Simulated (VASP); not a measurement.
# B4N3 (P6/mmm) in VASP: further runs

B4N3 is run at these levels: PBE; tasks: single point.

Everything below comes from runs of VASP 6.6.1. Logs are shortened: lines on timing, memory, paths and dates and some standing lists are left out, and cuts for length are marked.

## 1. The cell of the first run

The structure is hexagonal, space group P6/mmm (No. 191). Conventional cell: a = 3.870 Å, b = 3.870 Å, c = 3.667 Å, α = 90.00°, β = 90.00°, γ = 120.00°. B (site symmetry mmm) has 2 N at 1.83 Å and 4 B at 1.94 Å within 2.4 Å. B (site symmetry 6/mmm) has 6 N at 1.94 Å and 12 B at 2.67 Å within 2.7 Å. Within 2.4 Å of N (site symmetry mmm) lie 4 B at 1.83 to 1.94 Å and 4 N at 1.94 Å.

The cell was built from a structure type or drawn by symmetry, and may not be a known phase.

## 2. Single point, PBE

INCAR reads:

```
SYSTEM = B4N3
PREC = Accurate ; ENCUT = 600
EDIFF = 1E-6 ; ISMEAR = 0
SIGMA = 0.2 ; LREAL = .False.
LASPH = .True. ; NELM = 120
ALGO = Normal ; ISIF = 2
LWAVE = .False. ; LCHARG = .False.
GGA = PE ; NBANDS = 22
GGA_COMPAT = .False.
```

KPOINTS reads:

```
regular mesh
0
Gamma
  5 5 3
  0 0 0
```

POSCAR reads:

```
B4N3
1.0
    3.8701044030      0.0000000028      0.0000000000
   -1.9350522040      3.3516087269      0.0000000000
    0.0000000000      0.0000000000      3.6666533968
B N
4 3
Direct
    0.5000000000      0.0000000000      0.0000000000
    0.0000000000      0.5000000000      0.0000000000
    0.5000000000      0.5000000000      0.0000000000
    0.0000000000      0.0000000000      0.5000000000
    0.5000000000      0.0000000000      0.5000000000
    0.0000000000      0.5000000000      0.5000000000
    0.5000000000      0.5000000000      0.5000000000
```

Potentials or basis: VASP PAW PBE potentials, release 64 (B, N).

On the command line:

```sh
cat potpaw_PBE.64/B/POTCAR potpaw_PBE.64/N/POTCAR > POTCAR
mpirun -np 1 vasp_std > vasp.out
```

OUTCAR:

```text
SYSTEM = B4N3
   PREC = Accurate
   ENCUT = 600
   EDIFF = 1E-6
   ISMEAR = 0
   LREAL = .False.
   LASPH = .True.
   NELM = 120
   ISIF = 2
   GGA = PE

 ion  position               nearest neighbor table
   1  0.500  0.000  0.000-   5 1.83   5 1.83   2 1.94   2 1.94   3 1.94   3 1.94
   2  0.000  0.500  0.000-   6 1.83   6 1.83   1 1.94   1 1.94   3 1.94   3 1.94
   3  0.500  0.500  0.000-   7 1.83   7 1.83   2 1.94   2 1.94   1 1.94   1 1.94
   4  0.000  0.000  0.500-   7 1.94   7 1.94   5 1.94   5 1.94   6 1.94   6 1.94
   5  0.500  0.000  0.500-   1 1.83   1 1.83   4 1.94   4 1.94
   6  0.000  0.500  0.500-   2 1.83   2 1.83   4 1.94   4 1.94
   7  0.500  0.500  0.500-   3 1.83   3 1.83   4 1.94   4 1.94

  LATTYP: Found a hexagonal cell.
 ALAT       =     3.8701044030
 C/A-ratio  =     0.9474300988

  Lattice vectors:

 A1 = (   3.8701044030,   0.0000000028,   0.0000000000)
 A2 = (  -1.9350522040,   3.3516087269,   0.0000000000)
 A3 = (   0.0000000000,   0.0000000000,   3.6666533968)

Analysis of symmetry for initial positions (statically):
=====================================================================
 Subroutine PRICEL returns:
 Original cell was already a primitive cell.

 Routine SETGRP: Setting up the symmetry group for a
 hexagonal supercell.

 Subroutine GETGRP returns: Found 24 space group operations
 (whereof 24 operations were pure point group operations)
 out of a pool of 24 trial point group operations.

The static configuration has the point symmetry D_6h.

Analysis of symmetry for dynamics (positions and initial velocities):
=====================================================================
 Subroutine PRICEL returns:
 Original cell was already a primitive cell.

 Routine SETGRP: Setting up the symmetry group for a
 hexagonal supercell.

 Subroutine GETGRP returns: Found 24 space group operations
 (whereof 24 operations were pure point group operations)
 out of a pool of 24 trial point group operations.

The dynamic configuration has the point symmetry D_6h.

 Subroutine INISYM returns: Found 24 space group operations
 (whereof 24 operations are pure point group operations),
 and found     1 'primitive' translations

----------------------------------------------------------------------------------------

[... 89 lines left out ...]
   EDIFFG = 0.1E-04   stopping-criterion for IOM
   NSW    =      0    number of steps for IOM
   IBRION =     -1    ionic relax: 0-MD 1-quasi-New 2-CG
   NFREE  =      0    steps in history (QN), initial steepest desc. (CG)
   ISIF   =      2    stress and relaxation
   ISYM   =      2    0-nonsym 1-usesym 2-fastsym
   POTIM  = 0.5000    time-step for ionic-motion
   TEBEG  =    0.0;   TEEND  =   0.0 temperature during run
   PSTRESS=    0.0 pullay stress
   NELECT =      27.0000    total number of electrons
   NUPDOWN=      -1.0000    fix difference up-down
   EMIN   =  10.00;   EMAX   =-10.00  energy-range for DOS
   EFERMI =   0.00;   METHOD = LEGACY
   ISMEAR =     0;   SIGMA  =   0.20  broadening in eV -4-tet -1-fermi 0-gaus
   EFERMI_NEDOS =   21; number of points for ismear=-14 and -15
   IALGO  =     38    algorithm
   IMIX   =      4    mixing-type and parameters
     AMIX     =   0.40;   BMIX     =  1.00
     AMIX_MAG =   1.60;   BMIX_MAG =  1.00
  volume/ion in A,a.u.               =       6.79        45.85
  Fermi-wavevector in a.u.,A,eV,Ry     =   1.355546  2.561610 25.000758  1.837504
  Thomas-Fermi vector in A             =   2.482624
   LORBIT       =      0    0 simple, 1 ext, 2 COOP (PROOUT), +10 PAW based schemes
   GGA     = PE    functional components
   LHFCALC =     F    Hartree Fock is set to
   AEXX    =    0.0000 exact exchange contribution
   IVDW    =     0    specifies the selected vdW correction
   LEPSILON=     F    determine dielectric tensor
   LRPA    =     F    only Hartree local field effects (RPA)
 non-spin polarized calculation
 Gauss-broadening in eV      SIGMA  =   0.20
  energy-cutoff  :      600.00
  volume of cell :       47.56
 maximum number of plane-waves:      1617
 NGX is ok and might be reduce to    32
   NGX = 15   NGY = 15   NGZ = 15

 number of electron      26.9999997 magnetization

 Free energy of the ion-electron system (eV)
  ---------------------------------------------------
  ext. energy  EPLUGINS =         0.00000000
  ---------------------------------------------------
  free energy    TOTEN  =       -37.63634773 eV

  energy without entropy =      -37.59959810  energy(sigma->0) =      -37.61797291

 E-fermi :   7.5185     XC(G=0): -12.5684

 val. band max:        7.5156339002   @ k =   0.4000  -0.0000   0.3333
 cond. band min:       7.5314228728   @ k =   0.0000   0.0000   0.0000
 fundamental gap:      0.0157889726
 Fermi energy:         7.5185198506

 k-point     1 :       0.0000    0.0000    0.0000
  band No.  band energies     occupation
      1     -13.4492      2.00000
      2      -5.0904      2.00000
      3      -5.0904      2.00000
      4      -2.6796      2.00000
      5      -2.2812      2.00000
      6      -1.6255      2.00000
[... 239 lines left out ...]
     21      14.0553      0.00000
     22      14.6299      0.00000

------------------------ aborting loop because EDIFF is reached ----------------------------------------

  FORCE on cell =-STRESS in cart. coord.  units (eV):
  Direction    XX          YY          ZZ          XY          YZ          ZX
  --------------------------------------------------------------------------------------
  -------------------------------------------------------------------------------------
  Total       -0.2848261     -0.2848261     -0.2704360      0.0000000      0.0000000     -0.0000000
  in kB       -9.5949884     -9.5949884     -9.1102273      0.0000000      0.0000000     -0.0000000
  external PRESSURE =      -9.4334013 kB  Pullay stress =       0.0000000 kB

 VOLUME and BASIS-vectors are now :
 -----------------------------------------------------------------------------
  energy-cutoff  :      600.00
  volume of cell :       47.56
      direct lattice vectors                 reciprocal lattice vectors
     3.870104403  0.000000003  0.000000000     0.258390962  0.149182092  0.000000000
    -1.935052204  3.351608727  0.000000000    -0.000000000  0.298364183  0.000000000
     0.000000000  0.000000000  3.666653397     0.000000000  0.000000000  0.272728260

 POSITION                                       TOTAL-FORCE (eV/Angst)
 -----------------------------------------------------------------------------------
      1.93505      0.00000      0.00000        -0.000000      0.000000      0.000000
     -0.96753      1.67580      0.00000        -0.000000      0.000000      0.000000
      0.96753      1.67580      0.00000        -0.000000      0.000000      0.000000
      0.00000      0.00000      1.83333         0.000000      0.000000      0.000000
      1.93505      0.00000      1.83333        -0.000000      0.000000      0.000000
     -0.96753      1.67580      1.83333        -0.000000      0.000000      0.000000
      0.96753      1.67580      1.83333        -0.000000      0.000000      0.000000
 -----------------------------------------------------------------------------------
    total drift:                               -0.000000     -0.000000     -0.000000

  FREE ENERGIE OF THE ION-ELECTRON SYSTEM (eV)
  ---------------------------------------------------
  free  energy   TOTEN  =       -37.6363477279 eV

  energy  without entropy=      -37.5995980951  energy(sigma->0) =      -37.61797291
```

OSZICAR:

```text
N       E                     dE             d eps       ncg     rms          rms(c)
DAV:   1     0.979461109566E+02    0.97946E+02   -0.14902E+04   440   0.129E+03
DAV:   2    -0.308398473295E+02   -0.12879E+03   -0.12134E+03   528   0.271E+02
DAV:   3    -0.385634759151E+02   -0.77236E+01   -0.75164E+01   586   0.616E+01
DAV:   4    -0.386879255510E+02   -0.12445E+00   -0.12376E+00   566   0.751E+00
DAV:   5    -0.386899663351E+02   -0.20408E-02   -0.20372E-02   592   0.717E-01    0.689E+00
DAV:   6    -0.377040389335E+02    0.98593E+00   -0.25580E+00   546   0.694E+00    0.345E+00
DAV:   7    -0.376466694905E+02    0.57369E-01   -0.19412E-01   520   0.275E+00    0.178E+00
DAV:   8    -0.376371739182E+02    0.94956E-02   -0.31780E-02   558   0.122E+00    0.574E-01
DAV:   9    -0.376362961290E+02    0.87779E-03   -0.44757E-03   544   0.467E-01    0.122E-01
DAV:  10    -0.376363639120E+02   -0.67783E-04   -0.72550E-04   532   0.176E-01    0.341E-02
DAV:  11    -0.376363469249E+02    0.16987E-04   -0.59421E-05   550   0.540E-02    0.908E-03
DAV:  12    -0.376363477279E+02   -0.80301E-06   -0.88139E-06   524   0.201E-02
   1 F= -.37636348E+02 E0= -.37617973E+02  d E =-.367496E-01
```

Run time: 11 s. Hardware: 1 thread of Intel Xeon Platinum 8488C (Sapphire Rapids), shared host; peak memory 0.17 GiB.

What came out:

| Property | Result |
| --- | --- |
| Free energy | -37.6363 eV |
| Pressure | -0.9 GPa |
| Band gap on the k mesh | zero (an odd number of electrons rules out a gap without spin polarisation) |

Levels at points of the mesh, in eV from the Fermi level:
| k point | band 10 | band 11 | band 12 | band 13 | band 14 | band 15 | band 16 | band 17 |
| --- | --- | --- | --- | --- | --- | --- | --- | --- |
| (0.00, 0.00, 0.00) | -3.82 | -3.52 | -3.08 | 0.01 | 0.01 | 2.76 | 2.86 | 3.62 |

Caveat: the k points lie up to 0.57 Å⁻¹ apart, too coarse for converged energies and pressures of a metal.

## 3. Single point, PBE

This run uses another cell than the first one, of 6.87 Å³/atom.

INCAR reads:

```
SYSTEM = B4N3
ALGO = Normal
EDIFF = 1E-6
ENCUT = 600
GGA = PE
GGA_COMPAT = .False.
ISIF = 2
ISMEAR = 0
LASPH = .True.
LCHARG = .False.
LREAL = .False.
LWAVE = .False.
NBANDS = 22
NELM = 120
PREC = Accurate
SIGMA = 0.2
```

KPOINTS reads:

```
k-points
0
Gamma
  5 5 3
  0 0 0
```

POSCAR reads:

```
B4N3
1.0
    3.5302598917      0.0000000000      0.0000000000
   -1.7651299459      3.0572947482      0.0000000000
    0.0000000000      0.0000000000      4.4549471073
B N
4 3
Direct
    0.0000000000      0.0000000000      0.5000000000
    0.5000000000      0.0000000000      0.5000000000
    0.0000000000      0.5000000000      0.5000000000
    0.5000000000      0.5000000000      0.5000000000
    0.3333333333      0.6666666667      0.0000000000
    0.6666666667      0.3333333333      0.0000000000
    0.0000000000      0.0000000000      0.0000000000
```

Potentials or basis: VASP PAW PBE potentials, release 64 (B, N).

On the command line:

```sh
cat potpaw_PBE.64/B/POTCAR potpaw_PBE.64/N/POTCAR > POTCAR
mpirun -np 1 vasp_std > vasp.out
```

Run time: 13 s. Hardware: 1 thread of Intel Xeon Platinum 8488C (Sapphire Rapids), shared host; peak memory 0.16 GiB.

It converged, with:

- Free energy: -37.1104 eV
- Pressure: -0.5 GPa
- Band gap on the k mesh: zero (an odd number of electrons rules out a gap without spin polarisation)

Stress tensor (GPa, compression positive):
```
-0.57  0.00  0.00
 0.00 -0.57  0.00
 0.00  0.00 -0.38
```

Levels at points of the mesh, in eV from the Fermi level:
| k point | band 12 | band 13 | band 14 | band 15 | band 16 | band 17 |
| --- | --- | --- | --- | --- | --- | --- |
| (0.00, 0.00, 0.00) | -4.12 | -1.04 | -0.30 | 1.09 | 1.42 | 1.44 |

Caveat: the k points lie up to 0.47 Å⁻¹ apart, too coarse for converged energies and pressures of a metal.

## 4. Single point, PBE

This run uses another cell than the first one, of 9.59 Å³/atom.

INCAR reads:

```
SYSTEM = B4N3
ALGO = Normal
EDIFF = 1E-6
ENCUT = 600
GGA = PE
GGA_COMPAT = .FALSE.
ISIF = 2
ISMEAR = 0
LASPH = .TRUE.
LCHARG = .FALSE.
LREAL = .FALSE.
LWAVE = .FALSE.
NBANDS = 22
NELM = 120
PREC = Accurate
SIGMA = 0.2
```

KPOINTS reads:

```
k-points
0
G
  5 5 3
  0 0 0
```

POSCAR reads:

```
B4N3
1.0
    4.9002572268      0.0000000000      0.0000000000
   -2.4501286134      4.2437472435      0.0000000000
    0.0000000000      0.0000000000      3.2282313015
B N
4 3
Direct
    0.0000000000      0.0000000000      0.0000000000
    0.3333333333      0.6666666667      0.5000000000
    0.6666666667      0.3333333333      0.5000000000
    0.0000000000      0.0000000000      0.5000000000
    0.5000000000      0.0000000000      0.5000000000
    0.0000000000      0.5000000000      0.5000000000
    0.5000000000      0.5000000000      0.5000000000
```

On the command line:

```sh
cat potpaw_PBE.64/B/POTCAR potpaw_PBE.64/N/POTCAR > POTCAR
mpirun -np 1 vasp_std > vasp.out
```

It took 20 s on 1 thread of Intel Xeon Platinum 8488C (Sapphire Rapids), shared host; peak memory 0.19 GiB.

Results (log left out):

| Quantity | Value |
| --- | --- |
| Free energy | -48.9451 eV |
| Pressure | 0.0 GPa |
| Band gap on the k mesh | zero (an odd number of electrons rules out a gap without spin polarisation) |

Stress tensor (GPa, compression positive):
```
-0.08  0.00  0.00
 0.00 -0.08  0.00
 0.00  0.00  0.02
```

Levels at points of the mesh, in eV from the Fermi level:
```
           k point  band 9  band 10  band 11  band 12  band 13  band 14  band 15  band 16  band 17  band 18
(0.00, 0.00, 0.00)   -3.03    -3.03    -2.67    -0.06    -0.06     0.97     2.40     2.40     4.33     4.57
```

Caveat: the k points lie up to 0.65 Å⁻¹ apart, too coarse for converged energies and pressures of a metal.

## 5. Single point, PBE

This run uses another cell than the first one, of 9.60 Å³/atom.

INCAR reads:

```
SYSTEM = B4N3
  PREC = Accurate
  ENCUT = 600
  EDIFF = 1E-6
  ISMEAR = 0
  SIGMA = 0.2
  LREAL = .False.
  LASPH = .True.
  NELM = 120
  ALGO = Normal
  ISIF = 2
  LWAVE = .False.
  LCHARG = .True.
  GGA = PE
  LELF = .True.
  LVHAR = .True.
  NBANDS = 22
  GGA_COMPAT = .False.
```

KPOINTS reads:

```
Automatic mesh
0
Gamma
  5 5 4
  0 0 0
```

POSCAR reads:

```
B4N3
1.0
    4.8892441853      0.0000000035      0.0000000000
   -2.4446220957      4.2342096681      0.0000000000
    0.0000000000      0.0000000000      3.2464940753
B N
4 3
Direct
    0.3333333333      0.6666666667     -0.0000043628
    0.6666666667      0.3333333333      1.0000043628
    0.0000000000      0.0000000000      0.7571065669
    0.0000000000      0.0000000000      0.2428934331
    0.5000000000      0.0000000000      0.0000000000
    0.0000000000      0.5000000000      0.0000000000
    0.5000000000      0.5000000000      0.0000000000
```

On the command line:

```sh
cat potpaw_PBE.64/B/POTCAR potpaw_PBE.64/N/POTCAR > POTCAR
mpirun -np 1 vasp_std > vasp.out
```

It took 28 s on 1 thread of Intel Xeon Platinum 8488C (Sapphire Rapids), shared host; peak memory 0.2 GiB.

It converged, with:

| Item | Value |
| --- | --- |
| Free energy | -49.0013 eV |
| Pressure | 0.0 GPa |
| Largest force | 0.061 eV/Å |
| Band gap on the k mesh | zero (an odd number of electrons rules out a gap without spin polarisation) |

Forces on the atoms (eV/Å):
```
B    0.000  0.000  0.000
B    0.000  0.000  0.000
B    0.000  0.000 -0.061
B    0.000  0.000  0.061
N    0.000  0.000  0.000
N    0.000  0.000  0.000
N    0.000  0.000  0.000
```

Stress tensor (GPa, compression positive):
```
 0.17  0.00  0.00
 0.00  0.17  0.00
 0.00  0.00 -0.42
```

Levels at points of the mesh, in eV from the Fermi level:
| k point | band 10 | band 11 | band 12 | band 13 | band 14 | band 15 | band 16 | band 17 |
| --- | --- | --- | --- | --- | --- | --- | --- | --- |
| (0.00, 0.00, 0.00) | -3.01 | -3.01 | -0.05 | -0.05 | 1.00 | 2.60 | 2.60 | 4.32 |
| (0.00, 0.00, 0.50) | -2.18 | -2.18 | -1.42 | -1.42 | 1.11 | 1.52 | 1.58 | 1.58 |

Caveat: the k points lie up to 0.48 Å⁻¹ apart, too coarse for converged energies and pressures of a metal.

## 6. The runs side by side

```csv
cell,k mesh,gap on the mesh (eV),pressure (GPa)
"a = 3.870, b = 3.870, c = 3.667 Å, angles 90.0, 90.0, 120.0°, 7 atoms, atomic positions A",5 × 5 × 3,none,-0.9
"a = 3.530, b = 3.530, c = 4.455 Å, angles 90.0, 90.0, 120.0°, 7 atoms, atomic positions B",5 × 5 × 3,none,-0.5
"a = 4.900, b = 4.900, c = 3.228 Å, angles 90.0, 90.0, 120.0°, 7 atoms, atomic positions C",5 × 5 × 3,none,0.0
"a = 4.889, b = 4.889, c = 3.246 Å, angles 90.0, 90.0, 120.0°, 7 atoms, atomic positions D",5 × 5 × 4,none,0.0
```

Alike in all rows: task single point; level PBE; potentials or basis VASP PAW PBE potentials, release 64 (B, N); no spin polarisation; cutoff (eV) 600; smearing gaussian 0.2 eV.

Caveats: all runs use coarse meshes.

Absolute energies hang on the potentials; compare differences alone.
